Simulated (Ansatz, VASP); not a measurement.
## One calculation of BN, two programs

Contents of INCAR:

```
PREC = Accurate ; ENCUT = 520
EDIFF = 1E-6 ; ISMEAR = 0
SIGMA = 0.05 ; LREAL = F
LASPH = T ; NELM = 80
ALGO = Normal ; ISIF = 2
LWAVE = F ; LCHARG = F
NBANDS = 16
```

File KPOINTS:

```
regular mesh
0
Gamma
  12 12 4
```

POSCAR

```
BN
1.0
    2.3299450284      0.0000000000      0.0000000000
   -1.1649725142      2.0177915840      0.0000000000
    0.0000000000      0.0000000000      6.6976599785
B N
2 2
Direct
    0.3333333333      0.6666666667      0.2500000000
    0.6666666667      0.3333333333      0.7500000000
    0.3333333333      0.6666666667      0.7500000000
    0.6666666667      0.3333333333      0.2500000000
```

Input for Ansatz:

```yaml
crystal:
  lattice:
    - [2.3299450284, 0.0, 0.0]
    - [-1.1649725142, 2.017791584, 0.0]
    - [0.0, 0.0, 6.6976599785]
  atoms:
    - { symbol: B, position: [0.3333333333, 0.6666666667, 0.25] }
    - { symbol: B, position: [0.6666666667, 0.3333333333, 0.75] }
    - { symbol: "N", position: [0.3333333333, 0.6666666667, 0.75] }
    - { symbol: "N", position: [0.6666666667, 0.3333333333, 0.25] }
basis:
  ecutwfc: 520.0
kpoints:
  mp_grid: { grid: [12, 12, 4] }
hamiltonian:
  xc: lda
  pseudopotentials: { kind: paw, azcp: { folder: soft_1 } }
scf:
  occupations: { method: gaussian, width: 0.05 }
output:
  forces: true
  stress: true
  eigenvalues: true
```

Alike in both runs: task single point; functional LDA; k mesh 12 × 12 × 4; occupations gaussian, width 0.05 eV; no spin polarisation.

```csv
,VASP,Ansatz
version,VASP 6.6.1,Ansatz 0.2.0
potentials or method,"VASP PAW LDA potentials, release 64 (B, N), cutoff 520 eV","scalar-relativistic, plane waves, PAW"
valence electrons in the cell,16,16
```

```tsv
	VASP	Ansatz	Ansatz less VASP
gap on the k mesh at the Fermi level (eV)	4.39	4.41	+0.017
least direct gap on the mesh (eV)	5.02	5.02	+0.007
```

Ansatz warns that its potentials were made for another functional, while VASP's fit it. LDA's correlation is that of Perdew and Zunger in VASP and of Perdew and Wang (1992) in Ansatz.
